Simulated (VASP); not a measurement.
Runs of VASP 6.6.1 on Zn. The structure is that of space group Pm-3m (No. 221), or close to it. The cells are those of the table. This isn't the form of Zn at room conditions, which is hcp.

| spin | cell | k mesh | gap on the mesh (eV) | pressure (GPa) |
| --- | --- | --- | --- | --- |
| off | a = 2.593 Å, 1 atom | 20 × 20 × 20 | none | 2.5 |
| off | a = 2.557 Å, 1 atom | 20 × 20 × 20 | none | 5.3 |
| off | a = 2.663 Å, 1 atom | 20 × 20 × 20 | none | -1.5 |
| off | a = 2.629 Å, 1 atom | 20 × 20 × 20 | none | (c) |
| off | a = 2.519 Å, 1 atom | 20 × 20 × 20 | none | (b) |
| off | a = 2.697 Å, 1 atom | 20 × 20 × 20 | none | -2.8 |
| off | a = 2.730 Å, 1 atom | 20 × 20 × 20 | none | (a) |
| non-collinear, zero start, SOC | a = 2.629 Å, 1 atom | 12 × 12 × 12 | - | 0.2 |

Alike in all rows: task single point; level PBE; potentials or basis VASP PAW PBE potentials, release 64 (Zn); cutoff (eV) 520; smearing fermi-dirac 0.1 eV.

Q: Estimate the missing entries.

A: (a) -3.9; (b) 9.0; (c) 0.3.

Caveats: the cell stands under pressure (at least some runs); the cell stands under tension (at least some runs).

A gap of «none» marks levels without a gap at the run's occupations.
